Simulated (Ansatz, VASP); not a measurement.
## Cr in VASP and in Ansatz

```
CELL_PARAMETERS angstrom
2.45591 0.00000 0.00000
-1.22796 2.12688 0.00000
0.00000 0.00000 4.47314
ATOMIC_POSITIONS crystal
Cr 0.33333 0.66667 0.25000
Cr 0.66667 0.33333 0.75000
```

Alike in both runs: task relaxation of cell and atoms; functional r2SCAN; k mesh 18 × 18 × 10; occupations gaussian, width 0.1 eV; no spin polarisation.

|  | VASP | Ansatz |
| --- | --- | --- |
| version | VASP 6.6.1 | Ansatz 0.2.0 |
| potentials or method | VASP PAW PBE potentials, release 64 (Cr_pv), cutoff 600 eV | scalar-relativistic, plane waves, PAW |
| valence electrons in the cell | 24 | 28 |

|  | VASP | Ansatz | Ansatz less VASP |
| --- | --- | --- | --- |
| gap on the k mesh at the Fermi level, each at its own relaxed structure (eV) | none | none | - |
| relaxed volume (Å³/atom) | 11.71 | 11.68 | -0.025 |
| relaxed cell length with the largest relative difference (Å) | 2.458 | 2.456 | -0.0019 |

VASP's potentials were made for PBE, not for r2SCAN. A gap of «none» marks a metal or a gap that the smearing closes. VASP's potentials hold 24 valence electrons a cell and Ansatz's 28, so a difference there can come from the potentials and not from the codes.
